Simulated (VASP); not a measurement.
# Al (a cell with a defect) in VASP: relaxation of the atoms with PBE

Aim: the relaxation of the atoms of Al (a cell with a defect) with PBE.

All numbers are computed with VASP 6.6.1; they aren't measurements. Logs are shortened: lines on timing, memory, paths and dates and some standing lists are left out, and cuts for length are marked.

**1. The cell of the first run**

The cell holds a defect, 31 atoms: a = 8.100 Å, b = 8.100 Å, c = 8.100 Å, α = 90.00°, β = 90.00°, γ = 90.00°.

**2. Relaxation of the atoms, PBE**

File INCAR:

```
PREC     = Accurate       # precision mode
ENCUT    = 520            # plane-wave cutoff, eV
EDIFF    = 1E-6           # SCF threshold, eV
ISMEAR   = -1             # smearing method
SIGMA    = 0.15           # smearing width, eV
LREAL    = Auto         
LASPH    = T              # aspherical terms in the spheres
NELM     = 80             # most SCF steps
ALGO     = Normal         # electronic algorithm
ISIF     = 2              # what is computed and relaxed
LWAVE    = F              # write WAVECAR
LCHARG   = F              # write CHGCAR
GGA      = PE             # functional
IBRION   = 2              # ionic algorithm
NSW      = 80             # ionic steps
EDIFFG   = -0.03          # ionic threshold
```

File KPOINTS:

```
regular mesh
0
Gamma
  3 3 3
```

File POSCAR:

```
Al
1.0
    8.1000000000      0.0000000000      0.0000000000
    0.0000000000      8.1000000000      0.0000000000
    0.0000000000      0.0000000000      8.1000000000
Al
31
Direct
    0.5000000000      0.0000000000      0.0000000000
    0.7500000000      0.2500000000      0.0000000000
    0.7500000000      0.0000000000      0.2500000000
    0.0000000000      0.0000000000      0.0000000000
    0.2500000000      0.2500000000      0.0000000000
    0.5000000000      0.5000000000      0.0000000000
    0.7500000000      0.7500000000      0.0000000000
    0.2500000000      0.0000000000      0.2500000000
    0.7500000000      0.5000000000      0.2500000000
    0.5000000000      0.0000000000      0.5000000000
    0.7500000000      0.2500000000      0.5000000000
    0.7500000000      0.0000000000      0.7500000000
    0.0000000000      0.5000000000      0.0000000000
    0.2500000000      0.7500000000      0.0000000000
    0.0000000000      0.2500000000      0.2500000000
    0.5000000000      0.2500000000      0.2500000000
    0.5000000000      0.7500000000      0.2500000000
    0.0000000000      0.0000000000      0.5000000000
    0.2500000000      0.2500000000      0.5000000000
    0.5000000000      0.5000000000      0.5000000000
    0.7500000000      0.7500000000      0.5000000000
    0.2500000000      0.0000000000      0.7500000000
    0.5000000000      0.2500000000      0.7500000000
    0.7500000000      0.5000000000      0.7500000000
    0.0000000000      0.7500000000      0.2500000000
    0.0000000000      0.5000000000      0.5000000000
    0.2500000000      0.7500000000      0.5000000000
    0.0000000000      0.2500000000      0.7500000000
    0.2500000000      0.5000000000      0.7500000000
    0.5000000000      0.7500000000      0.7500000000
    0.0000000000      0.7500000000      0.7500000000
```

Potentials or basis: VASP PAW PBE potentials, release 64 (Al).

On the command line:

```console
> cat potpaw_PBE.64/Al/POTCAR > POTCAR
> mpirun -np 1 vasp_std > vasp.out
```

OUTCAR:

```text
PREC = Accurate
   ENCUT = 520
   EDIFF = 1E-6
   ISMEAR = -1
   LREAL = Auto
   LASPH = T
   NELM = 80
   ISIF = 2
   GGA = PE
   IBRION = 2
   NSW = 80
   EDIFFG = -0.03

 ion  position               nearest neighbor table
   1  0.500  0.000  0.000-   2 2.86   3 2.86   5 2.86   7 2.86   8 2.86  12 2.86  14 2.86  16 2.86
                            17 2.86  22 2.86  23 2.86  30 2.86
   2  0.750  0.250  0.000-   1 2.86   3 2.86   4 2.86   6 2.86   9 2.86  12 2.86  13 2.86  15 2.86
                            16 2.86  23 2.86  24 2.86  28 2.86
   3  0.750  0.000  0.250-   1 2.86   2 2.86   4 2.86   7 2.86  10 2.86  11 2.86  15 2.86  16 2.86
                            17 2.86  18 2.86  21 2.86  25 2.86
   4  0.000  0.000  0.000-   2 2.86   3 2.86   5 2.86   7 2.86   8 2.86  12 2.86  14 2.86  15 2.86
                            22 2.86  25 2.86  28 2.86  31 2.86
   5  0.250  0.250  0.000-   1 2.86   4 2.86   6 2.86   8 2.86  13 2.86  15 2.86  16 2.86  22 2.86
                            23 2.86  28 2.86  29 2.86
   6  0.500  0.500  0.000-   2 2.86   5 2.86   7 2.86   9 2.86  14 2.86  16 2.86  17 2.86  23 2.86
                            24 2.86  29 2.86  30 2.86
   7  0.750  0.750  0.000-   1 2.86   3 2.86   4 2.86   6 2.86   9 2.86  12 2.86  13 2.86  17 2.86
                            24 2.86  25 2.86  30 2.86  31 2.86
   8  0.250  0.000  0.250-   1 2.86   4 2.86   5 2.86  10 2.86  14 2.86  15 2.86  16 2.86  17 2.86
                            18 2.86  19 2.86  25 2.86  27 2.86
   9  0.750  0.500  0.250-   2 2.86   6 2.86   7 2.86  11 2.86  13 2.86  15 2.86  16 2.86  17 2.86
[... 31 lines left out ...]
  25  0.000  0.750  0.250-   3 2.86   4 2.86   7 2.86   8 2.86   9 2.86  13 2.86  14 2.86  18 2.86
                            21 2.86  26 2.86  27 2.86
  26  0.000  0.500  0.500-   9 2.86  11 2.86  15 2.86  19 2.86  21 2.86  24 2.86  25 2.86  27 2.86
                            28 2.86  29 2.86  31 2.86
  27  0.250  0.750  0.500-   8 2.86  10 2.86  17 2.86  18 2.86  20 2.86  22 2.86  25 2.86  26 2.86
                            29 2.86  30 2.86  31 2.86
  28  0.000  0.250  0.750-   2 2.86   4 2.86   5 2.86  11 2.86  12 2.86  13 2.86  18 2.86  19 2.86
                            22 2.86  24 2.86  26 2.86  29 2.86
  29  0.250  0.500  0.750-   5 2.86   6 2.86  13 2.86  14 2.86  19 2.86  20 2.86  23 2.86  26 2.86
                            27 2.86  28 2.86  30 2.86  31 2.86
  30  0.500  0.750  0.750-   1 2.86   6 2.86   7 2.86  10 2.86  12 2.86  14 2.86  20 2.86  21 2.86
                            22 2.86  24 2.86  27 2.86  29 2.86
  31  0.000  0.750  0.750-   4 2.86   7 2.86  12 2.86  13 2.86  14 2.86  18 2.86  21 2.86  22 2.86
                            24 2.86  26 2.86  27 2.86  29 2.86

  LATTYP: Found a simple cubic cell.
 ALAT       =     8.1000000000

  Lattice vectors:

 A1 = (   8.1000000000,   0.0000000000,   0.0000000000)
 A2 = (   0.0000000000,   8.1000000000,   0.0000000000)
 A3 = (   0.0000000000,   0.0000000000,   8.1000000000)

Analysis of symmetry for initial positions (statically):
=====================================================================
 Subroutine PRICEL returns:
 Original cell was already a primitive cell.

 Routine SETGRP: Setting up the symmetry group for a
 simple cubic supercell.

 Subroutine GETGRP returns: Found 48 space group operations
 (whereof  4 operations were pure point group operations)
 out of a pool of 48 trial point group operations.

The static configuration has the point symmetry C_2v.
 The point group associated with its full space group is O_h .

Analysis of symmetry for dynamics (positions and initial velocities):
=====================================================================
 Subroutine PRICEL returns:
 Original cell was already a primitive cell.

 Routine SETGRP: Setting up the symmetry group for a
 simple cubic supercell.

 Subroutine GETGRP returns: Found 48 space group operations
 (whereof  4 operations were pure point group operations)
 out of a pool of 48 trial point group operations.

The dynamic configuration has the point symmetry C_2v.
 The point group associated with its full space group is O_h .

 Subroutine INISYM returns: Found 48 space group operations
 (whereof  4 operations are pure point group operations),
 and found     1 'primitive' translations

----------------------------------------------------------------------------------------

                                     Primitive cell

  volume of cell :     531.4410

  direct lattice vectors                    reciprocal lattice vectors
     8.100000000  0.000000000  0.000000000     0.123456790  0.000000000  0.000000000
     0.000000000  8.100000000  0.000000000     0.000000000  0.123456790  0.000000000
[... 80 lines left out ...]
 Generating k-lattice:

  Cartesian coordinates                     Fractional coordinates (reciprocal lattice)
     0.041152263  0.000000000  0.000000000     0.333333333  0.000000000  0.000000000
     0.000000000  0.041152263  0.000000000     0.000000000  0.333333333  0.000000000
     0.000000000  0.000000000  0.041152263     0.000000000  0.000000000  0.333333333

  Length of vectors
     0.041152263  0.041152263  0.041152263

  Shift w.r.t. Gamma in fractional coordinates (k-lattice)
     0.000000000  0.000000000  0.000000000

 Subroutine IBZKPT returns following result:
 ===========================================

 Found      4 irreducible k-points:

 Following reciprocal coordinates:
            Coordinates               Weight
  0.000000  0.000000  0.000000      1.000000
  0.333333  0.000000  0.000000      6.000000
  0.333333  0.333333  0.000000     12.000000
  0.333333  0.333333  0.333333      8.000000
   k-points           NKPTS =      4   k-points in BZ     NKDIM =      4   number of bands    NBANDS=     62
   number of dos      NEDOS =    301   number of ions     NIONS =     31
   total plane-waves  NPLWV = 216000
   dimension x,y,z NGX =    60 NGY =   60 NGZ =   60
   dimension x,y,z NGXF=   120 NGYF=  120 NGZF=  120
   ions per type =              31
   NGX,Y,Z   is equivalent  to a cutoff of  12.31, 12.31, 12.31 a.u.
   NGXF,Y,Z  is equivalent  to a cutoff of  24.63, 24.63, 24.63 a.u.
 SYSTEM =  unknown system
   PREC   = accura    normal or accurate (medium, high low for compatibility)
   ISTART =      0    job   : 0-new  1-cont  2-samecut
   ICHARG =      2    charge: 1-file 2-atom 10-const
   ISPIN  =      1    spin polarized calculation?
   LNONCOLLINEAR =      F non collinear calculations
   LSORBIT =      F    spin-orbit coupling
   LASPH  =      T    aspherical Exc in radial PAW
   ENCUT  =  520.0 eV  38.22 Ry    6.18 a.u.  15.06 15.06 15.06*2*pi/ulx,y,z
   NELM   =     80;   NELMIN=  2; NELMDL= -5     # of ELM steps
   EDIFF  = 0.1E-05   stopping-criterion for ELM
   LREAL  =      T    real-space projection
   EDIFFG = -.3E-01   stopping-criterion for IOM
   NSW    =     80    number of steps for IOM
   IBRION =      2    ionic relax: 0-MD 1-quasi-New 2-CG
   NFREE  =      1    steps in history (QN), initial steepest desc. (CG)
   ISIF   =      2    stress and relaxation
   ISYM   =      2    0-nonsym 1-usesym 2-fastsym
   POTIM  = 0.5000    time-step for ionic-motion
   TEBEG  =    0.0;   TEEND  =   0.0 temperature during run
   PSTRESS=    0.0 pullay stress
   NELECT =      93.0000    total number of electrons
   NUPDOWN=      -1.0000    fix difference up-down
   EMIN   =  10.00;   EMAX   =-10.00  energy-range for DOS
   EFERMI =   0.00;   METHOD = LEGACY
   ISMEAR =    -1;   SIGMA  =   0.15  broadening in eV -4-tet -1-fermi 0-gaus
   EFERMI_NEDOS =   21; number of points for ismear=-14 and -15
   IALGO  =     38    algorithm
   IMIX   =      4    mixing-type and parameters
     AMIX     =   0.40;   BMIX     =  1.00
     AMIX_MAG =   1.60;   BMIX_MAG =  1.00
  volume/ion in A,a.u.               =      17.14       115.69
  Fermi-wavevector in a.u.,A,eV,Ry     =   0.915695  1.730412 11.408446  0.838497
  Thomas-Fermi vector in A             =   2.040466
   LORBIT       =      0    0 simple, 1 ext, 2 COOP (PROOUT), +10 PAW based schemes
   GGA     = PE    functional components
   LHFCALC =     F    Hartree Fock is set to
   AEXX    =    0.0000 exact exchange contribution
   IVDW    =     0    specifies the selected vdW correction
   LEPSILON=     F    determine dielectric tensor
   LRPA    =     F    only Hartree local field effects (RPA)
 conjugate gradient relaxation of ions
 non-spin polarized calculation
  energy-cutoff  :      520.00
  volume of cell :      531.44
 maximum number of plane-waves:     14358
   NGX = 31   NGY = 31   NGZ = 31

--------------------------------------- Ionic step        1  -------------------------------------------

 number of electron      93.0000000 magnetization

 Free energy of the ion-electron system (eV)
  ---------------------------------------------------
  ext. energy  EPLUGINS =         0.00000000
  ---------------------------------------------------
  free energy    TOTEN  =      -116.29999923 eV

  energy without entropy =     -115.50829008  energy(sigma->0) =     -115.90414465

------------------------ aborting loop because EDIFF is reached ----------------------------------------

  FORCE on cell =-STRESS in cart. coord.  units (eV):
  Direction    XX          YY          ZZ          XY          YZ          ZX
  --------------------------------------------------------------------------------------
  -------------------------------------------------------------------------------------
  Total       -3.5988233     -3.5988233     -3.5988233     -0.0000000      0.0000000     -0.0000000
  in kB      -10.8496580    -10.8496580    -10.8496580     -0.0000000      0.0000000     -0.0000000
  external PRESSURE =     -10.8496580 kB  Pullay stress =       0.0000000 kB
[... 312 lines left out ...]
--------------------------------------- Ionic step        6  -------------------------------------------

 number of electron      93.0000000 magnetization

 Free energy of the ion-electron system (eV)
  ---------------------------------------------------
  ext. energy  EPLUGINS =         0.00000000
  ---------------------------------------------------
  free energy    TOTEN  =      -116.33359505 eV

  energy without entropy =     -115.53574262  energy(sigma->0) =     -115.93466884

 E-fermi :   7.4670     XC(G=0): -10.0297

 val. band max:        7.4598395064   @ k =   0.3333   0.3333   0.3333
 cond. band min:       7.6204635364   @ k =   0.3333   0.0000   0.0000
 fundamental gap:      0.1606240300
 Fermi energy:         7.4670466512

 k-point     1 :       0.0000    0.0000    0.0000
  band No.  band energies     occupation
      1      -3.3716      2.00000
      2      -1.2113      2.00000
      3      -1.2113      2.00000
      4      -1.1716      2.00000
      5      -1.1716      2.00000
      6      -1.1716      2.00000
[... 233 lines left out ...]
     57       9.2697      0.00001
     58       9.5277      0.00000
 [bands above 58 left out]

------------------------ aborting loop because EDIFF is reached ----------------------------------------

  FORCE on cell =-STRESS in cart. coord.  units (eV):
  Direction    XX          YY          ZZ          XY          YZ          ZX
  --------------------------------------------------------------------------------------
  -------------------------------------------------------------------------------------
  Total       -3.7344309     -3.7344309     -3.7344309      0.0000000     -0.0000000      0.0000000
  in kB      -11.2584851    -11.2584851    -11.2584851      0.0000000     -0.0000000      0.0000000
  external PRESSURE =     -11.2584851 kB  Pullay stress =       0.0000000 kB
[... 46 lines left out ...]
  FREE ENERGIE OF THE ION-ELECTRON SYSTEM (eV)
  ---------------------------------------------------
  free  energy   TOTEN  =      -116.3335950510 eV

  energy  without entropy=     -115.5357426230  energy(sigma->0) =     -115.93466884

 reached required accuracy - stopping structural energy minimisation
```

Wall time 15 min (1 thread of Oxide Virtual Turin-like, shared host); peak memory 0.51 GiB.

Results:

| Property | Result |
| --- | --- |
| Free energy | -116.3336 eV |
| Energy gained by relaxing | 1.1 meV/atom |
| Ionic steps | 6 |
| Pressure after relaxing | -1.1 GPa |
| Largest force after relaxing | 0.021 eV/Å |
| Band gap on the k mesh | zero (an odd number of electrons rules out a gap without spin polarisation) |

Forces on the atoms (eV/Å):
```
Al  -0.015  0.000  0.015
Al   0.000  0.015  0.015
Al   0.000  0.000  0.000
Al   0.015  0.000  0.015
Al   0.000  0.005  0.005
Al  -0.005  0.000  0.005
Al   0.000 -0.015  0.015
Al   0.000  0.000  0.000
Al   0.000  0.000  0.000
Al  -0.015  0.000 -0.015
Al   0.000  0.015 -0.015
Al   0.000  0.000  0.000
Al   0.005  0.000  0.005
Al   0.000 -0.005  0.005
Al   0.005  0.005  0.000
Al  -0.005  0.005  0.000
Al  -0.005 -0.005  0.000
Al   0.015  0.000 -0.015
Al   0.000  0.005 -0.005
Al  -0.005  0.000 -0.005
Al   0.000 -0.015 -0.015
Al   0.000  0.000  0.000
Al  -0.015  0.015  0.000
Al   0.000  0.000  0.000
Al   0.005 -0.005  0.000
Al   0.005  0.000 -0.005
Al   0.000 -0.005 -0.005
Al   0.015  0.015  0.000
Al   0.000  0.000  0.000
Al  -0.015 -0.015  0.000
Al   0.015 -0.015  0.000
```

Step by step:
| step | energy change (eV) | largest force (eV/Å) | pressure (GPa) |
| --- | --- | --- | --- |
| 1 | 0.0000 | 0.1583 | -1.08 |
| 2 | -0.0158 | 0.1228 | -1.08 |
| 3 | -0.0322 | 0.0467 | -1.12 |
| 4 | -0.0326 | 0.0317 | -1.12 |
| 5 | -0.0326 | 0.0342 | -1.12 |
| 6 | -0.0336 | 0.0215 | -1.13 |

Final structure:
```cif
data_structure
_symmetry_space_group_name_H-M 'P 1'
_symmetry_Int_Tables_number 1
_cell_length_a 8.1000
_cell_length_b 8.1000
_cell_length_c 8.1000
_cell_angle_alpha 90.000
_cell_angle_beta 90.000
_cell_angle_gamma 90.000
_cell_volume 531.44
loop_
_atom_site_label
_atom_site_type_symbol
_atom_site_fract_x
_atom_site_fract_y
_atom_site_fract_z
_atom_site_occupancy
Al1 Al 0.50102 0.00000 0.99898 1
Al2 Al 0.75000 0.24898 0.99898 1
Al3 Al 0.75000 0.00000 0.25000 1
Al4 Al 0.99898 0.00000 0.99898 1
Al5 Al 0.25000 0.25249 0.00249 1
Al6 Al 0.49751 0.50000 0.00249 1
Al7 Al 0.75000 0.75102 0.99898 1
Al8 Al 0.25000 0.00000 0.25000 1
Al9 Al 0.75000 0.50000 0.25000 1
Al10 Al 0.50102 0.00000 0.50102 1
Al11 Al 0.75000 0.24898 0.50102 1
Al12 Al 0.75000 0.00000 0.75000 1
Al13 Al 0.00249 0.50000 0.00249 1
Al14 Al 0.25000 0.74751 0.00249 1
Al15 Al 0.00249 0.25249 0.25000 1
Al16 Al 0.49751 0.25249 0.25000 1
Al17 Al 0.49751 0.74751 0.25000 1
Al18 Al 0.99898 0.00000 0.50102 1
Al19 Al 0.25000 0.25249 0.49751 1
Al20 Al 0.49751 0.50000 0.49751 1
Al21 Al 0.75000 0.75102 0.50102 1
Al22 Al 0.25000 0.00000 0.75000 1
Al23 Al 0.50102 0.24898 0.75000 1
Al24 Al 0.75000 0.50000 0.75000 1
Al25 Al 0.00249 0.74751 0.25000 1
Al26 Al 0.00249 0.50000 0.49751 1
Al27 Al 0.25000 0.74751 0.49751 1
Al28 Al 0.99898 0.24898 0.75000 1
Al29 Al 0.25000 0.50000 0.75000 1
Al30 Al 0.50102 0.75102 0.75000 1
Al31 Al 0.99898 0.75102 0.75000 1
```

Levels at points of the mesh, in eV from the Fermi level:
| k point | band 44 | band 45 | band 46 | band 47 | band 48 | band 49 | band 50 | band 51 |
| --- | --- | --- | --- | --- | --- | --- | --- | --- |
| (0.00, 0.00, 0.00) | -0.30 | -0.30 | 0.42 | 0.49 | 0.49 | 0.49 | 0.52 | 0.52 |
